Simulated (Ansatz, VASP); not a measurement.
One calculation of TiC, two programs

Contents of INCAR:

```
SYSTEM = TiC
ALGO = Normal ; EDIFF = 1E-6
ENCUT = 520 ; GGA = PE
ISIF = 2 ; ISMEAR = -1
LASPH = .True. ; LCHARG = .False.
LREAL = .False. ; LWAVE = .False.
NBANDS = 15 ; NELM = 60
PREC = Accurate ; SIGMA = 0.03
```

File KPOINTS:

```
k-points
0
Gamma
  16 16 16
  0 0 0
```

POSCAR

```
TiC
1.0
   -0.0216400000      2.1531800000      2.1531800000
    2.1531800000     -0.0216400000      2.1531800000
    2.1531800000      2.1531800000     -0.0216400000
Ti C
1 1
Direct
    0.0000000000      0.0000000000      0.0000000000
    0.5000000000      0.5000000000      0.5000000000
```

Input for Ansatz:

```yaml
crystal:
  lattice:
    - [-0.02164, 2.15318, 2.15318]
    - [2.15318, -0.02164, 2.15318]
    - [2.15318, 2.15318, -0.02164]
  atoms:
    - { symbol: Ti, position: [0.0, 0.0, 0.0] }
    - { symbol: C, position: [0.5, 0.5, 0.5] }
kpoints:
  mp_grid: { grid: [16, 16, 16] }
  band_path:
    path:
      - [0.0, 0.0, 0.0]
      - [0.5, 0.5, 0.5]
      - [0.2525443832, 0.5, 0.7474556168]
      - [-0.2525443832, 0.2525443832, 0.5]
      - [0.0, 0.0, 0.5]
      - [0.0, 0.0, 0.0]
      - [-0.3762721916, 0.0, 0.3762721916]
      - [0.0, 0.3762721916, 0.6237278084]
      - [0.0, 0.5, 0.5]
    npoints: 5
scf:
  occupations: { method: fermi_dirac, width: 0.03 }
hamiltonian:
  xc: pbe
  pseudopotentials: { kind: all_electron, lapw: { basis_error: 0.001 } }
output:
  forces: true
  stress: true
  eigenvalues: true
```

Change from the starting cell: equal xy, yz and zx shear strains of -1 %.

Alike in both runs: task single point; functional PBE; k mesh 16 × 16 × 16; occupations fermi-dirac, width 0.03 eV; no spin polarisation.

|  | VASP | Ansatz |
| --- | --- | --- |
| version | VASP 6.6.1 | Ansatz 0.2.0 |
| potentials or method | VASP PAW PBE potentials, release 64 (Ti_sv, C), cutoff 520 eV | all-electron LAPW, scalar-relativistic |

Ansatz gave:

* pressure (GPa): 0.9
* traceless stress, the component that is largest in VASP (GPa): 1.54

Task: Which values does VASP return?

Result: Pressure (GPa): 1.1; traceless stress, the component that is largest in VASP (GPa): 1.54.

Ansatz ran all-electron here, and VASP with PAW potentials.
